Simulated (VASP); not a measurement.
# Al (P6_3/mmc) in VASP: a series of runs, part 2 of 2

VASP 6.6.1.

### Step 4. Single point, PBE

This run uses another cell than the first one: it holds 4 atoms, not 2.

Input file INCAR:

```
ALGO = Normal
EDIFF = 1E-6
ENCUT = 520
GGA = PE
ISIF = 2
ISMEAR = -1
LASPH = True
LCHARG = True
LELF = True
LREAL = False
LVHAR = True
LWAVE = False
NBANDS = 14
NELM = 60
PREC = Accurate
SIGMA = 0.08
```

Input file KPOINTS:

```
k-points
0
Gamma
  17 17 5
```

Input file POSCAR:

```
Al
1.0
    2.1420380050      0.0000000000      0.0000000000
   -1.0710190025      1.8550593282      0.0000000000
    0.0000000000      0.0000000000      6.9748188426
Al
4
Direct
    0.0000000000      0.0000000000      0.0000000000
    0.0000000000      0.0000000000      0.5000000000
    0.3333333333      0.6666666667      0.2500000000
    0.6666666667      0.3333333333      0.7500000000
```

Potentials or basis: VASP PAW PBE potentials, release 64 (Al).

Launch:

```
$ cat potpaw_PBE.64/Al/POTCAR > POTCAR
$ mpirun -np 1 vasp_std > vasp.out
```

OUTCAR:

```text
EDIFF = 1E-6
   ENCUT = 520
   GGA = PE
   ISIF = 2
   ISMEAR = -1
   LASPH = True
   LREAL = False
   NELM = 60
   PREC = Accurate

 ion  position               nearest neighbor table
   1  0.000  0.000  0.000-   3 2.14   4 2.14   3 2.14   4 2.14   4 2.14   3 2.14   4 3.03   3 3.03
                             3 3.03   4 3.03   3 3.03   4 3.03
   2  0.000  0.000  0.500-   3 2.14   4 2.14   3 2.14   4 2.14   4 2.14   3 2.14   4 3.03   3 3.03
                             3 3.03   4 3.03   3 3.03   4 3.03
   3  0.333  0.667  0.250-   1 2.14   2 2.14   1 2.14   2 2.14   1 2.14   2 2.14   1 3.03   2 3.03
                             1 3.03   2 3.03   1 3.03   2 3.03
   4  0.667  0.333  0.750-   1 2.14   2 2.14   1 2.14   2 2.14   1 2.14   2 2.14   1 3.03   2 3.03
                             1 3.03   2 3.03   1 3.03   2 3.03

  LATTYP: Found a hexagonal cell.
 ALAT       =     2.1420380050
 C/A-ratio  =     3.2561601738

  Lattice vectors:

 A1 = (   2.1420380050,   0.0000000000,   0.0000000000)
 A2 = (  -1.0710190025,   1.8550593282,   0.0000000000)
 A3 = (   0.0000000000,   0.0000000000,   6.9748188426)

Analysis of symmetry for initial positions (statically):
=====================================================================
 Subroutine PRICEL returns:
 Original cell was already a primitive cell.

 Routine SETGRP: Setting up the symmetry group for a
 hexagonal supercell.

 Subroutine GETGRP returns: Found 24 space group operations
 (whereof 12 operations were pure point group operations)
 out of a pool of 24 trial point group operations.

The static configuration has the point symmetry D_3d.
 The point group associated with its full space group is D_6h.

Analysis of symmetry for dynamics (positions and initial velocities):
=====================================================================
 Subroutine PRICEL returns:
 Original cell was already a primitive cell.

 Routine SETGRP: Setting up the symmetry group for a
 hexagonal supercell.

 Subroutine GETGRP returns: Found 24 space group operations
 (whereof 12 operations were pure point group operations)
 out of a pool of 24 trial point group operations.

The dynamic configuration has the point symmetry D_3d.
 The point group associated with its full space group is D_6h.

 Subroutine INISYM returns: Found 24 space group operations
 (whereof 12 operations are pure point group operations),
 and found     1 'primitive' translations

----------------------------------------------------------------------------------------

                                     Primitive cell

  volume of cell :      27.7152

  direct lattice vectors                    reciprocal lattice vectors
     2.142038005  0.000000000  0.000000000     0.466845125  0.269533159  0.000000000
    -1.071019002  1.855059328  0.000000000     0.000000000  0.539066317  0.000000000
     0.000000000  0.000000000  6.974818843     0.000000000  0.000000000  0.143372899

  length of vectors
     2.142038005  2.142038005  6.974818843     0.539066317  0.539066317  0.143372899

  position of ions in fractional coordinates (direct lattice)
     0.000000000  0.000000000  0.000000000
     0.000000000  0.000000000  0.500000000
     0.333333333  0.666666667  0.250000000
     0.666666667  0.333333333  0.750000000

  ion indices of the primitive-cell ions
   primitive index   ion index
                 1           1
                 2           2
[... 55 lines left out ...]
 [... further k-points ...]
   k-points           NKPTS =     99   k-points in BZ     NKDIM =     99   number of bands    NBANDS=     14
   number of dos      NEDOS =    301   number of ions     NIONS =      4
   total plane-waves  NPLWV =  13824
   dimension x,y,z NGX =    16 NGY =   16 NGZ =   54
   dimension x,y,z NGXF=    32 NGYF=   32 NGZF=  108
   ions per type =               4
   NGX,Y,Z   is equivalent  to a cutoff of  12.42, 12.42, 12.87 a.u.
   NGXF,Y,Z  is equivalent  to a cutoff of  24.84, 24.84, 25.74 a.u.
 SYSTEM =  unknown system
   PREC   = accura    normal or accurate (medium, high low for compatibility)
   ISTART =      0    job   : 0-new  1-cont  2-samecut
   ICHARG =      2    charge: 1-file 2-atom 10-const
   ISPIN  =      1    spin polarized calculation?
   LNONCOLLINEAR =      F non collinear calculations
   LSORBIT =      F    spin-orbit coupling
   LASPH  =      T    aspherical Exc in radial PAW
   ENCUT  =  520.0 eV  38.22 Ry    6.18 a.u.   3.98  3.98 12.97*2*pi/ulx,y,z
   NELM   =     60;   NELMIN=  2; NELMDL= -5     # of ELM steps
   EDIFF  = 0.1E-05   stopping-criterion for ELM
   LREAL  =      F    real-space projection
   EDIFFG = 0.1E-04   stopping-criterion for IOM
   NSW    =      0    number of steps for IOM
   IBRION =     -1    ionic relax: 0-MD 1-quasi-New 2-CG
   NFREE  =      0    steps in history (QN), initial steepest desc. (CG)
   ISIF   =      2    stress and relaxation
   ISYM   =      2    0-nonsym 1-usesym 2-fastsym
   POTIM  = 0.5000    time-step for ionic-motion
   TEBEG  =    0.0;   TEEND  =   0.0 temperature during run
   PSTRESS=    0.0 pullay stress
   NELECT =      12.0000    total number of electrons
   NUPDOWN=      -1.0000    fix difference up-down
   EMIN   =  10.00;   EMAX   =-10.00  energy-range for DOS
   EFERMI =   0.00;   METHOD = LEGACY
   ISMEAR =    -1;   SIGMA  =   0.08  broadening in eV -4-tet -1-fermi 0-gaus
   EFERMI_NEDOS =   21; number of points for ismear=-14 and -15
   IALGO  =     38    algorithm
   IMIX   =      4    mixing-type and parameters
     AMIX     =   0.40;   BMIX     =  1.00
     AMIX_MAG =   1.60;   BMIX_MAG =  1.00
  volume/ion in A,a.u.               =       6.93        46.76
  Fermi-wavevector in a.u.,A,eV,Ry     =   1.238500  2.340425 20.869729  1.533882
  Thomas-Fermi vector in A             =   2.373023
   LORBIT       =      0    0 simple, 1 ext, 2 COOP (PROOUT), +10 PAW based schemes
   GGA     = PE    functional components
   LHFCALC =     F    Hartree Fock is set to
   AEXX    =    0.0000 exact exchange contribution
   IVDW    =     0    specifies the selected vdW correction
   LEPSILON=     F    determine dielectric tensor
   LRPA    =     F    only Hartree local field effects (RPA)
 non-spin polarized calculation
  energy-cutoff  :      520.00
  volume of cell :       27.72
 maximum number of plane-waves:       758
 NGX is ok and might be reduce to    16

 number of electron      12.0000000 magnetization

 Free energy of the ion-electron system (eV)
  ---------------------------------------------------
  ext. energy  EPLUGINS =         0.00000000
  ---------------------------------------------------
  free energy    TOTEN  =         8.45275992 eV

  energy without entropy =        8.47185600  energy(sigma->0) =        8.46230796

 E-fermi :  20.4096     XC(G=0): -13.8578

 val. band max:       20.3733631268   @ k =   0.2353   0.1765   0.4000
 cond. band min:      20.4122990198   @ k =   0.4118   0.1176   0.0000
 fundamental gap:      0.0389358930
 Fermi energy:        20.4095891749

 k-point     1 :       0.0000    0.0000    0.0000
  band No.  band energies     occupation
      1       2.5180      2.00000
      2       5.4556      2.00000
      3       5.4818      2.00000
      4      12.5881      2.00000
      5      14.9186      2.00000
      6      26.2131      0.00000
      7      26.2877      0.00000
      8      37.0621      0.00000
      9      37.0621      0.00000
     10      38.1463      0.00000
     11      38.1463      0.00000
     12      38.3486      0.00000
     13      38.3486      0.00000
     14      38.9002      0.00000
[... 377 lines left out ...]
      1       6.3813      2.00000
      2       9.1229      2.00000
      3       9.1483      2.00000
      4      15.6697      2.00000
      5      17.8217      2.00000
      6      22.9836      0.00000
      7      24.5385      0.00000
      8      24.6779      0.00000
      9      24.8289      0.00000
     10      26.5859      0.00000
     11      30.8242      0.00000
     12      31.0031      0.00000
     13      32.3698      0.00000
     14      32.4255      0.00000

 [... further k-points ...]
[... 5 lines left out ...]
  --------------------------------------------------------------------------------------
  -------------------------------------------------------------------------------------
  Total       69.9337729     69.9337729     69.9502345      0.0000000     -0.0000000      0.0000000
  in kB     4042.7755750   4042.7755750   4043.7272020      0.0000000     -0.0000000      0.0000000
  external PRESSURE =    4043.0927840 kB  Pullay stress =       0.0000000 kB

 VOLUME and BASIS-vectors are now :
 -----------------------------------------------------------------------------
  energy-cutoff  :      520.00
  volume of cell :       27.72
      direct lattice vectors                 reciprocal lattice vectors
     2.142038005  0.000000000  0.000000000     0.466845125  0.269533159  0.000000000
    -1.071019002  1.855059328  0.000000000     0.000000000  0.539066317  0.000000000
     0.000000000  0.000000000  6.974818843     0.000000000  0.000000000  0.143372899

 POSITION                                       TOTAL-FORCE (eV/Angst)
 -----------------------------------------------------------------------------------
      0.00000      0.00000      0.00000         0.000000      0.000000      0.000000
      0.00000      0.00000      3.48741         0.000000      0.000000      0.000000
     -0.00000      1.23671      1.74370        -0.000000      0.000000      0.000000
      1.07102      0.61835      5.23111         0.000000      0.000000     -0.000000
 -----------------------------------------------------------------------------------
    total drift:                                0.000000     -0.000000     -0.000000

  FREE ENERGIE OF THE ION-ELECTRON SYSTEM (eV)
  ---------------------------------------------------
  free  energy   TOTEN  =         8.4527599168 eV

  energy  without entropy=        8.4718559960  energy(sigma->0) =        8.46230796
```

OSZICAR:

```text
N       E                     dE             d eps       ncg     rms          rms(c)
DAV:   1     0.415826560644E+02    0.41583E+02   -0.49988E+03  2812   0.721E+02
DAV:   2     0.835885566510E+01   -0.33224E+02   -0.30981E+02  3678   0.132E+02
DAV:   3     0.745473285409E+01   -0.90412E+00   -0.89841E+00  3570   0.178E+01
DAV:   4     0.745074616026E+01   -0.39867E-02   -0.39862E-02  3286   0.144E+00
DAV:   5     0.745071369513E+01   -0.32465E-04   -0.32465E-04  3612   0.128E-01    0.103E+01
DAV:   6     0.808634278637E+01    0.63563E+00   -0.23552E-02  2978   0.126E+00    0.567E+00
DAV:   7     0.844814144657E+01    0.36180E+00   -0.57680E-02  2988   0.192E+00    0.114E+00
DAV:   8     0.844727290771E+01   -0.86854E-03   -0.41480E-04  3700   0.157E-01    0.754E-01
DAV:   9     0.845273521520E+01    0.54623E-02   -0.99292E-04  2916   0.220E-01    0.239E-01
DAV:  10     0.845275926302E+01    0.24048E-04   -0.13005E-05  3676   0.282E-02    0.445E-02
DAV:  11     0.845275991682E+01    0.65380E-06   -0.15262E-07  2104   0.290E-03
   1 F= 0.84527599E+01 E0= 0.84623080E+01  d E =-.190961E-01
```

It took 37 s on 1 thread of Intel Xeon 8259CL, shared host; peak memory 0.12 GiB.

Results:

* Free energy: 8.4528 eV
* Pressure: 404.3 GPa
* Band gap on the k mesh: zero (band 6 reaches 26.42 eV, above the bottom of band 7 at 18.58 eV)

Stress tensor (GPa, compression positive):
```
404.28   0.00   0.00
  0.00 404.28   0.00
  0.00   0.00 404.37
```

Levels at points of the mesh, in eV from the Fermi level:
```
           k point  band 3  band 4  band 5  band 6  band 7  band 8  band 9  band 10
(0.00, 0.00, 0.00)  -14.93   -7.82   -5.49    5.80    5.88   16.65   16.65    17.74
```

### Step 5. Single point, PBE

This run uses another cell than the first one: it holds 4 atoms, not 2.

Input file INCAR:

```
SYSTEM = Al
PREC     = Accurate       ! precision mode
ENCUT    = 520            ! plane-wave cutoff, eV
EDIFF    = 1E-6           ! SCF threshold, eV
ISMEAR   = -1             ! smearing method
SIGMA    = 0.08           ! smearing width, eV
LREAL    = .False.        ! projectors in reciprocal space
LASPH    = .True.         ! aspherical terms in the spheres
NELM     = 100            ! most SCF steps
ALGO     = Normal         ! electronic algorithm
ISIF     = 2              ! what is computed and relaxed
LWAVE    = .False.        ! write WAVECAR
LCHARG   = .False.        ! write CHGCAR
GGA      = PE             ! functional
NBANDS   = 14             ! bands
```

Input file KPOINTS:

```
regular mesh
0
Gamma
  17 17 5
  0 0 0
```

POSCAR is that of step 4.

Potentials or basis: VASP PAW PBE potentials, release 64 (Al).

Launch:

```
$ cat potpaw_PBE.64/Al/POTCAR > POTCAR
$ mpirun -np 1 vasp_std > vasp.out
```

OUTCAR:

```text
SYSTEM = Al
   PREC = Accurate
   ENCUT = 520
   EDIFF = 1E-6
   ISMEAR = -1
   LREAL = .False.
   LASPH = .True.
   NELM = 100
   ISIF = 2
   GGA = PE

 ion  position               nearest neighbor table
   1  0.000  0.000  0.000-   3 2.14   4 2.14   3 2.14   4 2.14   4 2.14   3 2.14   4 3.03   3 3.03
                             3 3.03   4 3.03   3 3.03   4 3.03
   2  0.000  0.000  0.500-   3 2.14   4 2.14   3 2.14   4 2.14   4 2.14   3 2.14   4 3.03   3 3.03
                             3 3.03   4 3.03   3 3.03   4 3.03
   3  0.333  0.667  0.250-   1 2.14   2 2.14   1 2.14   2 2.14   1 2.14   2 2.14   1 3.03   2 3.03
                             1 3.03   2 3.03   1 3.03   2 3.03
   4  0.667  0.333  0.750-   1 2.14   2 2.14   1 2.14   2 2.14   1 2.14   2 2.14   1 3.03   2 3.03
                             1 3.03   2 3.03   1 3.03   2 3.03

  LATTYP: Found a hexagonal cell.
 ALAT       =     2.1420380050
 C/A-ratio  =     3.2561601738

  Lattice vectors:

 A1 = (   2.1420380050,   0.0000000000,   0.0000000000)
 A2 = (  -1.0710190025,   1.8550593282,   0.0000000000)
 A3 = (   0.0000000000,   0.0000000000,   6.9748188426)

Analysis of symmetry for initial positions (statically):
=====================================================================
 Subroutine PRICEL returns:
 Original cell was already a primitive cell.

[... 192 lines left out ...]
      9      37.0621      0.00000
     10      38.1463      0.00000
     11      38.1463      0.00000
     12      38.3486      0.00000
     13      38.3486      0.00000
     14      38.9002      0.00000
[... 377 lines left out ...]
      1       6.3813      2.00000
      2       9.1229      2.00000
      3       9.1483      2.00000
      4      15.6697      2.00000
      5      17.8217      2.00000
      6      22.9836      0.00000
      7      24.5385      0.00000
      8      24.6779      0.00000
      9      24.8289      0.00000
     10      26.5859      0.00000
     11      30.8242      0.00000
     12      31.0031      0.00000
     13      32.3698      0.00000
     14      32.4255      0.00000

 [... further k-points ...]
[... 5 lines left out ...]
  --------------------------------------------------------------------------------------
  -------------------------------------------------------------------------------------
  Total       69.9337729     69.9337729     69.9502345      0.0000000     -0.0000000      0.0000000
  in kB     4042.7755750   4042.7755750   4043.7272020      0.0000000     -0.0000000      0.0000000
  external PRESSURE =    4043.0927840 kB  Pullay stress =       0.0000000 kB

 VOLUME and BASIS-vectors are now :
 -----------------------------------------------------------------------------
  energy-cutoff  :      520.00
  volume of cell :       27.72
      direct lattice vectors                 reciprocal lattice vectors
     2.142038005  0.000000000  0.000000000     0.466845125  0.269533159  0.000000000
    -1.071019002  1.855059328  0.000000000     0.000000000  0.539066317  0.000000000
     0.000000000  0.000000000  6.974818843     0.000000000  0.000000000  0.143372899

 POSITION                                       TOTAL-FORCE (eV/Angst)
 -----------------------------------------------------------------------------------
      0.00000      0.00000      0.00000         0.000000      0.000000      0.000000
      0.00000      0.00000      3.48741         0.000000      0.000000      0.000000
     -0.00000      1.23671      1.74370        -0.000000      0.000000      0.000000
      1.07102      0.61835      5.23111         0.000000      0.000000     -0.000000
 -----------------------------------------------------------------------------------
    total drift:                                0.000000     -0.000000     -0.000000

  FREE ENERGIE OF THE ION-ELECTRON SYSTEM (eV)
  ---------------------------------------------------
  free  energy   TOTEN  =         8.4527599168 eV

  energy  without entropy=        8.4718559960  energy(sigma->0) =        8.46230796
```

OSZICAR:

```text
N       E                     dE             d eps       ncg     rms          rms(c)
DAV:   1     0.415826560644E+02    0.41583E+02   -0.49988E+03  2812   0.721E+02
DAV:   2     0.835885566510E+01   -0.33224E+02   -0.30981E+02  3678   0.132E+02
DAV:   3     0.745473285409E+01   -0.90412E+00   -0.89841E+00  3570   0.178E+01
DAV:   4     0.745074616026E+01   -0.39867E-02   -0.39862E-02  3286   0.144E+00
DAV:   5     0.745071369513E+01   -0.32465E-04   -0.32465E-04  3612   0.128E-01    0.103E+01
DAV:   6     0.808634278637E+01    0.63563E+00   -0.23552E-02  2978   0.126E+00    0.567E+00
DAV:   7     0.844814144657E+01    0.36180E+00   -0.57680E-02  2988   0.192E+00    0.114E+00
DAV:   8     0.844727290771E+01   -0.86854E-03   -0.41480E-04  3700   0.157E-01    0.754E-01
DAV:   9     0.845273521520E+01    0.54623E-02   -0.99292E-04  2916   0.220E-01    0.239E-01
DAV:  10     0.845275926302E+01    0.24048E-04   -0.13005E-05  3676   0.282E-02    0.445E-02
DAV:  11     0.845275991682E+01    0.65380E-06   -0.15262E-07  2104   0.290E-03
   1 F= 0.84527599E+01 E0= 0.84623080E+01  d E =-.190961E-01
```

stdout:

```text
POSCAR found type information on POSCAR Al
 POSCAR found :  1 types and       4 ions
 scaLAPACK will be used
 LDA part: xc-table for (Slater+PW92), standard interpolation
 POSCAR, INCAR and KPOINTS ok, starting setup
 FFT: planning ... GRIDC
 FFT: planning ... GRID_SOFT
 FFT: planning ... GRID
 WAVECAR not read
 entering main loop
```

Wall time 33 s (1 thread of Intel Xeon 8259CL, shared host); peak memory 0.12 GiB.

Results:

* Free energy: 8.4528 eV
* Pressure: 404.3 GPa
* Band gap on the k mesh: zero (band 6 reaches 26.42 eV, above the bottom of band 7 at 18.58 eV)

Levels at points of the mesh, in eV from the Fermi level:
```tsv
k point	band 4	band 5	band 6	band 7	band 8	band 9
(0.00, 0.00, 0.00)	-7.82	-5.49	5.80	5.88	16.65	16.65
```
